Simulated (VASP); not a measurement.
# SrTiO3 (Pm-3m) in VASP: further runs, part 3 of 3

VASP 6.6.1. Earlier steps stand in the parts before.

## Step 4: Single point, PBE (11.83 Å³/atom)

This run uses another cell than the first one, of 11.83 Å³/atom.

INCAR reads:

```
ALGO     = Normal         # electronic algorithm
EDIFF    = 1E-6           # SCF threshold, eV
ENCUT    = 520            # plane-wave cutoff, eV
GGA      = PE             # functional
ISIF     = 2              # what is computed and relaxed
ISMEAR   = 0              # smearing method
LASPH    = True           # aspherical terms in the spheres
LCHARG   = False          # write CHGCAR
LREAL    = False          # projectors in reciprocal space
LWAVE    = False          # write WAVECAR
NBANDS   = 28             # bands
NELM     = 80             # most SCF steps
PREC     = Accurate       # precision mode
SIGMA    = 0.01           # smearing width, eV
```

KPOINTS reads:

```
k-points
0
Gamma
  6 6 6
```

POSCAR reads:

```
SrTiO3
1.0
    3.8966640822      0.0000000000      0.0000000000
    0.0000000000      3.8966640822      0.0000000000
    0.0000000000      0.0000000000      3.8966640822
Sr Ti O
1 1 3
Direct
    0.0000000000      0.0000000000      0.0000000000
    0.5000000000      0.5000000000      0.5000000000
    0.5000000000      0.5000000000      0.0000000000
    0.5000000000      0.0000000000      0.5000000000
    0.0000000000      0.5000000000      0.5000000000
```

Potentials or basis: VASP PAW PBE potentials, release 64 (Sr_sv, Ti_sv, O).

The run is started by

```bash
$ cat potpaw_PBE.64/Sr_sv/POTCAR potpaw_PBE.64/Ti_sv/POTCAR potpaw_PBE.64/O/POTCAR > POTCAR
$ mpirun -np 1 vasp_std > vasp.out
```

OUTCAR:

```text
EDIFF = 1E-6
   ENCUT = 520
   GGA = PE
   ISIF = 2
   ISMEAR = 0
   LASPH = True
   LREAL = False
   NELM = 80
   PREC = Accurate

 ion  position               nearest neighbor table
   1  0.000  0.000  0.000-   3 2.76   4 2.76   5 2.76   4 2.76   5 2.76   3 2.76   5 2.76   5 2.76
                             3 2.76   4 2.76   4 2.76   3 2.76   2 3.37   2 3.37   2 3.37   2 3.37
   2  0.500  0.500  0.500-   3 1.95   4 1.95   5 1.95   3 1.95   4 1.95   5 1.95   1 3.37   1 3.37
                             1 3.37   1 3.37   1 3.37   1 3.37   1 3.37   1 3.37
   3  0.500  0.500  0.000-   2 1.95   2 1.95   1 2.76   1 2.76   1 2.76   1 2.76
   4  0.500  0.000  0.500-   2 1.95   2 1.95   1 2.76   1 2.76   1 2.76   1 2.76
   5  0.000  0.500  0.500-   2 1.95   2 1.95   1 2.76   1 2.76   1 2.76   1 2.76

  LATTYP: Found a simple cubic cell.
 ALAT       =     3.8966640822

  Lattice vectors:

 A1 = (   3.8966640822,   0.0000000000,   0.0000000000)
 A2 = (   0.0000000000,   3.8966640822,   0.0000000000)
 A3 = (   0.0000000000,   0.0000000000,   3.8966640822)

Analysis of symmetry for initial positions (statically):
=====================================================================
 Subroutine PRICEL returns:
 Original cell was already a primitive cell.

 Routine SETGRP: Setting up the symmetry group for a
 simple cubic supercell.

 Subroutine GETGRP returns: Found 48 space group operations
 (whereof 48 operations were pure point group operations)
 out of a pool of 48 trial point group operations.

The static configuration has the point symmetry O_h .

Analysis of symmetry for dynamics (positions and initial velocities):
=====================================================================
 Subroutine PRICEL returns:
 Original cell was already a primitive cell.

 Routine SETGRP: Setting up the symmetry group for a
 simple cubic supercell.

 Subroutine GETGRP returns: Found 48 space group operations
 (whereof 48 operations were pure point group operations)
 out of a pool of 48 trial point group operations.

The dynamic configuration has the point symmetry O_h .

 Subroutine INISYM returns: Found 48 space group operations
 (whereof 48 operations are pure point group operations),
 and found     1 'primitive' translations

----------------------------------------------------------------------------------------

                                     Primitive cell

  volume of cell :      59.1669

  direct lattice vectors                    reciprocal lattice vectors
     3.896664082  0.000000000  0.000000000     0.256629768  0.000000000  0.000000000
     0.000000000  3.896664082  0.000000000     0.000000000  0.256629768  0.000000000
     0.000000000  0.000000000  3.896664082     0.000000000  0.000000000  0.256629768

  length of vectors
     3.896664082  3.896664082  3.896664082     0.256629768  0.256629768  0.256629768

  position of ions in fractional coordinates (direct lattice)
     0.000000000  0.000000000  0.000000000
     0.500000000  0.500000000  0.500000000
     0.500000000  0.500000000  0.000000000
     0.500000000  0.000000000  0.500000000
     0.000000000  0.500000000  0.500000000

  ion indices of the primitive-cell ions
   primitive index   ion index
                 1           1
                 2           2
                 3           3
                 4           4
                 5           5

----------------------------------------------------------------------------------------

 KPOINTS: k-points

Automatic generation of k-mesh.
 Grid dimensions read from file:
 generate k-points for:    6    6    6

 Generating k-lattice:

  Cartesian coordinates                     Fractional coordinates (reciprocal lattice)
     0.042771628  0.000000000  0.000000000     0.166666667  0.000000000  0.000000000
     0.000000000  0.042771628  0.000000000     0.000000000  0.166666667  0.000000000
     0.000000000  0.000000000  0.042771628     0.000000000  0.000000000  0.166666667

  Length of vectors
     0.042771628  0.042771628  0.042771628

  Shift w.r.t. Gamma in fractional coordinates (k-lattice)
     0.000000000  0.000000000  0.000000000

 Subroutine IBZKPT returns following result:
 ===========================================

 Found     20 irreducible k-points:

 Following reciprocal coordinates:
            Coordinates               Weight
  0.000000  0.000000  0.000000      1.000000
  0.166667  0.000000  0.000000      6.000000
  0.333333  0.000000  0.000000      6.000000
  0.500000  0.000000  0.000000      3.000000
  0.166667  0.166667  0.000000     12.000000
  0.333333  0.166667  0.000000     24.000000
[... 12 lines left out ...]
  0.500000  0.500000  0.333333      6.000000
  0.500000  0.500000  0.500000      1.000000
   k-points           NKPTS =     20   k-points in BZ     NKDIM =     20   number of bands    NBANDS=     28
   number of dos      NEDOS =    301   number of ions     NIONS =      5
   total plane-waves  NPLWV =  27000
   dimension x,y,z NGX =    30 NGY =   30 NGZ =   30
   dimension x,y,z NGXF=    60 NGYF=   60 NGZF=   60
   ions per type =               1   1   3
   NGX,Y,Z   is equivalent  to a cutoff of  12.80, 12.80, 12.80 a.u.
   NGXF,Y,Z  is equivalent  to a cutoff of  25.60, 25.60, 25.60 a.u.
 SYSTEM =  unknown system
   PREC   = accura    normal or accurate (medium, high low for compatibility)
   ISTART =      0    job   : 0-new  1-cont  2-samecut
   ICHARG =      2    charge: 1-file 2-atom 10-const
   ISPIN  =      1    spin polarized calculation?
   LNONCOLLINEAR =      F non collinear calculations
   LSORBIT =      F    spin-orbit coupling
   LASPH  =      T    aspherical Exc in radial PAW
   ENCUT  =  520.0 eV  38.22 Ry    6.18 a.u.   7.25  7.25  7.25*2*pi/ulx,y,z
   NELM   =     80;   NELMIN=  2; NELMDL= -5     # of ELM steps
   EDIFF  = 0.1E-05   stopping-criterion for ELM
   LREAL  =      F    real-space projection
[... 7 lines left out ...]
   TEBEG  =    0.0;   TEEND  =   0.0 temperature during run
   PSTRESS=    0.0 pullay stress
   NELECT =      40.0000    total number of electrons
   NUPDOWN=      -1.0000    fix difference up-down
   EMIN   =  10.00;   EMAX   =-10.00  energy-range for DOS
   EFERMI =   0.00;   METHOD = LEGACY
   ISMEAR =     0;   SIGMA  =   0.01  broadening in eV -4-tet -1-fermi 0-gaus
   EFERMI_NEDOS =   21; number of points for ismear=-14 and -15
   IALGO  =     38    algorithm
   IMIX   =      4    mixing-type and parameters
     AMIX     =   0.40;   BMIX     =  1.00
     AMIX_MAG =   1.60;   BMIX_MAG =  1.00
  volume/ion in A,a.u.               =      11.83        79.86
  Fermi-wavevector in a.u.,A,eV,Ry     =   1.436818  2.715193 28.088505  2.064447
  Thomas-Fermi vector in A             =   2.555965
   LORBIT       =      0    0 simple, 1 ext, 2 COOP (PROOUT), +10 PAW based schemes
   GGA     = PE    functional components
   LHFCALC =     F    Hartree Fock is set to
   AEXX    =    0.0000 exact exchange contribution
   IVDW    =     0    specifies the selected vdW correction
   LEPSILON=     F    determine dielectric tensor
   LRPA    =     F    only Hartree local field effects (RPA)
 non-spin polarized calculation
 Gauss-broadening in eV      SIGMA  =   0.01
  energy-cutoff  :      520.00
  volume of cell :       59.17
 maximum number of plane-waves:      1622
 NGX is ok and might be reduce to    30
   NGX = 15   NGY = 15   NGZ = 15

 number of electron      40.0000009 magnetization

 Free energy of the ion-electron system (eV)
  ---------------------------------------------------
  ext. energy  EPLUGINS =         0.00000000
  ---------------------------------------------------
  free energy    TOTEN  =       -40.06225699 eV

  energy without entropy =      -40.06225699  energy(sigma->0) =      -40.06225699

 E-fermi :   4.3408     XC(G=0): -11.3048

 val. band max:        4.2184428359   @ k =   0.5000   0.5000   0.5000
 cond. band min:       6.0853062810   @ k =   0.0000   0.0000   0.0000
 fundamental gap:      1.8668634451
 Fermi energy:         4.3408072345

 k-point     1 :       0.0000    0.0000    0.0000
  band No.  band energies     occupation
      1     -52.2209      2.00000
      2     -28.5525      2.00000
      3     -28.4713      2.00000
      4     -28.4713      2.00000
      5     -28.4713      2.00000
      6     -13.2336      2.00000
[... 609 lines left out ...]
     27      12.6694      0.00000
     28      12.6694      0.00000

------------------------ aborting loop because EDIFF is reached ----------------------------------------

  FORCE on cell =-STRESS in cart. coord.  units (eV):
  Direction    XX          YY          ZZ          XY          YZ          ZX
  --------------------------------------------------------------------------------------
  -------------------------------------------------------------------------------------
  Total        2.2971805      2.2971805      2.2971805      0.0000000      0.0000000     -0.0000000
  in kB       62.2052141     62.2052141     62.2052141      0.0000000      0.0000000     -0.0000000
  external PRESSURE =      62.2052141 kB  Pullay stress =       0.0000000 kB

 VOLUME and BASIS-vectors are now :
 -----------------------------------------------------------------------------
  energy-cutoff  :      520.00
  volume of cell :       59.17
      direct lattice vectors                 reciprocal lattice vectors
     3.896664082  0.000000000  0.000000000     0.256629768  0.000000000  0.000000000
     0.000000000  3.896664082  0.000000000     0.000000000  0.256629768  0.000000000
     0.000000000  0.000000000  3.896664082     0.000000000  0.000000000  0.256629768

 POSITION                                       TOTAL-FORCE (eV/Angst)
 -----------------------------------------------------------------------------------
      0.00000      0.00000      0.00000         0.000000      0.000000      0.000000
      1.94833      1.94833      1.94833         0.000000      0.000000      0.000000
      1.94833      1.94833      0.00000         0.000000      0.000000      0.000000
      1.94833      0.00000      1.94833         0.000000      0.000000      0.000000
      0.00000      1.94833      1.94833         0.000000      0.000000      0.000000
 -----------------------------------------------------------------------------------
    total drift:                                0.000000      0.000000     -0.000000

  FREE ENERGIE OF THE ION-ELECTRON SYSTEM (eV)
  ---------------------------------------------------
  free  energy   TOTEN  =       -40.0622569908 eV

  energy  without entropy=      -40.0622569908  energy(sigma->0) =      -40.06225699
```

Wall time 51 s (1 thread of Intel Xeon 8259CL, shared host); peak memory 0.19 GiB.

Results:

| Quantity | Value |
| --- | --- |
| Free energy | -40.0623 eV |
| Pressure | 6.2 GPa |
| Band gap on the k mesh | 1.87 eV (least direct gap 2.22 eV) |

Caveat: the cell stands under pressure. A k mesh can miss the band edges.

## Step 5: Single point, PBE

This run uses another cell than the first one, of 12.20 Å³/atom.

INCAR reads:

```
SYSTEM = SrTiO3
  PREC = Accurate
  ENCUT = 520
  EDIFF = 1E-6
  ISMEAR = 0
  SIGMA = 0.01
  LREAL = .FALSE.
  LASPH = .TRUE.
  NELM = 80
  ALGO = Normal
  ISIF = 2
  LWAVE = .FALSE.
  LCHARG = .FALSE.
  GGA = PE
  NBANDS = 28
```

KPOINTS reads:

```
regular mesh
0
G
  6 6 6
  0 0 0
```

Changes to POSCAR since step 4:

```diff
@@ -2,5 +2,5 @@
 1.0
-    3.8966640822      0.0000000000      0.0000000000
-    0.0000000000      3.8966640822      0.0000000000
-    0.0000000000      0.0000000000      3.8966640822
+    3.9364287070      0.0000000000      0.0000000000
+    0.0000000000      3.9364287070      0.0000000000
+    0.0000000000      0.0000000000      3.9364287070
 Sr Ti O
```

The run is started by

```bash
$ cat potpaw_PBE.64/Sr_sv/POTCAR potpaw_PBE.64/Ti_sv/POTCAR potpaw_PBE.64/O/POTCAR > POTCAR
$ mpirun -np 1 vasp_std > vasp.out
```

It took 64 s on 1 thread of Intel Xeon 8259CL, shared host; peak memory 0.19 GiB.

Results (log left out):

- Free energy: -40.1026 eV
- Pressure: 0.7 GPa
- Band gap on the k mesh: 1.81 eV (least direct gap 2.18 eV)

Levels at points of the mesh, in eV from the valence-band top:
| k point | band 16 | band 17 | band 18 | band 19 | band 20 | band 21 | band 22 | band 23 | band 24 | band 25 |
| --- | --- | --- | --- | --- | --- | --- | --- | --- | --- | --- |
| (0.00, 0.00, 0.00) | -1.13 | -1.13 | -0.37 | -0.37 | -0.37 | 1.81 | 1.81 | 1.81 | 4.13 | 4.13 |
| (0.50, 0.00, 0.00) | -2.29 | -2.29 | -1.91 | -0.73 | -0.73 | 1.97 | 3.65 | 3.65 | 4.15 | 6.27 |
| (0.50, 0.50, 0.00) | -2.77 | -1.74 | -1.54 | -1.54 | -0.09 | 3.66 | 3.66 | 4.10 | 5.08 | 7.77 |
| (0.50, 0.50, 0.50) | -3.67 | -3.67 | 0.00 | 0.00 | 0.00 | 4.31 | 4.31 | 4.31 | 6.85 | 6.85 |

A k mesh can miss the band edges.

## Step 6: Single point, PBE (12.57 Å³/atom)

This run uses another cell than the first one, of 12.57 Å³/atom.

INCAR reads:

```
SYSTEM = SrTiO3
PREC     = Accurate       ! precision mode
ENCUT    = 520            ! plane-wave cutoff, eV
EDIFF    = 1E-6           ! SCF threshold, eV
ISMEAR   = 0              ! smearing method
SIGMA    = 0.01           ! smearing width, eV
LREAL    = .FALSE.        ! projectors in reciprocal space
LASPH    = .TRUE.         ! aspherical terms in the spheres
NELM     = 60             ! most SCF steps
ALGO     = Normal         ! electronic algorithm
ISIF     = 2              ! what is computed and relaxed
LWAVE    = .FALSE.        ! write WAVECAR
LCHARG   = .FALSE.        ! write CHGCAR
GGA      = PE             ! functional
NBANDS   = 28             ! bands
```

KPOINTS reads:

```
Automatic mesh
0
G
  6 6 6
  0 0 0
```

Changes to POSCAR since step 5:

```diff
@@ -2,5 +2,5 @@
 1.0
-    3.9364287070      0.0000000000      0.0000000000
-    0.0000000000      3.9364287070      0.0000000000
-    0.0000000000      0.0000000000      3.9364287070
+    3.9754057835      0.0000000000      0.0000000000
+    0.0000000000      3.9754057835      0.0000000000
+    0.0000000000      0.0000000000      3.9754057835
 Sr Ti O
```

Potentials or basis: VASP PAW PBE potentials, release 64 (Sr_sv, Ti_sv, O).

The run is started by

```bash
$ cat potpaw_PBE.64/Sr_sv/POTCAR potpaw_PBE.64/Ti_sv/POTCAR potpaw_PBE.64/O/POTCAR > POTCAR
$ mpirun -np 1 vasp_std > vasp.out
```

Wall time 58 s (1 thread of Intel Xeon 8259CL, shared host); peak memory 0.19 GiB.

It converged, with:

- Free energy: -40.0838 eV
- Pressure: -4.1 GPa
- Band gap on the k mesh: 1.75 eV (least direct gap 2.13 eV)

Levels at points of the mesh, in eV from the valence-band top:
```
           k point  band 18  band 19  band 20  band 21  band 22  band 23
(0.00, 0.00, 0.00)    -0.38    -0.38    -0.38     1.75     1.75     1.75
(0.50, 0.00, 0.00)    -1.83    -0.73    -0.73     1.90     3.51     3.51
(0.50, 0.50, 0.00)    -1.51    -1.51    -0.08     3.51     3.51     3.94
(0.50, 0.50, 0.50)     0.00     0.00     0.00     4.13     4.13     4.13
```

Caveat: the cell stands under tension. A k mesh can miss the band edges.

## Step 7: Summary

| cell | gap on the mesh (eV) | pressure (GPa) |
| --- | --- | --- |
| a = 3.856 Å, 5 atoms | 1.92 | 12.8 |
| a = 3.907 Å, 5 atoms | 1.85 | 4.7 |
| a = 3.897 Å, 5 atoms | 1.87 | 6.2 |
| a = 3.936 Å, 5 atoms | 1.81 | 0.7 |
| a = 3.975 Å, 5 atoms | 1.75 | -4.1 |

Alike in all rows: task single point; level PBE; potentials or basis VASP PAW PBE potentials, release 64 (Sr_sv, Ti_sv, O); no spin polarisation; k mesh 6 × 6 × 6; cutoff (eV) 520; smearing gaussian 0.01 eV.

Caveats: the cell stands under pressure (at least some runs); the cell stands under tension (at least some runs).

Total energies depend on the potentials used, so only differences within one code and one set of settings carry meaning.
